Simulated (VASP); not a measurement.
Ag, 1 atom in the cell. It takes space group I4/mmm (No. 139, tetragonal). Conventional cell: a = 2.889 Å, b = 2.889 Å, c = 4.025 Å, α = 90.00°, β = 90.00°, γ = 90.00°. Within 3.8 Å of Ag (site symmetry 4/mmm) lie 12 Ag at 2.87 to 2.89 Å.  This cell differs from its parent crystal: strain +0.000 along x and y, -0.015 along z.

* Program: VASP 6.6.1
* Task: single point
* Functional: PBEsol
* Potentials or basis: VASP PAW PBE potentials, release 64 (Ag)
* Cutoff: 520 eV
* k mesh: 20 × 20 × 20
* Occupations: gaussian, width 0.15 eV
* Spin: no spin polarisation
* Dipole correction: no
* Further INCAR settings: ALGO = Normal; EDIFF = 1e-06; NBANDS = 12

Potentials or basis: VASP PAW PBE potentials, release 64 (Ag).

Run with:

```console
$ cat potpaw_PBE.64/Ag/POTCAR > POTCAR
$ mpirun -np 1 vasp_std > vasp.out
```

Hardware: 1 thread of Intel(R) Xeon(R) 6975P-C (Granite Rapids), with other jobs on the host.

Question: Estimate the wall time of this run.

Answer: Wall time 35 s on 1 thread of Intel(R) Xeon(R) 6975P-C (Granite Rapids), with other jobs on the host, peak memory 0.24 GiB. Counts: scf iterations 11, k points 641.
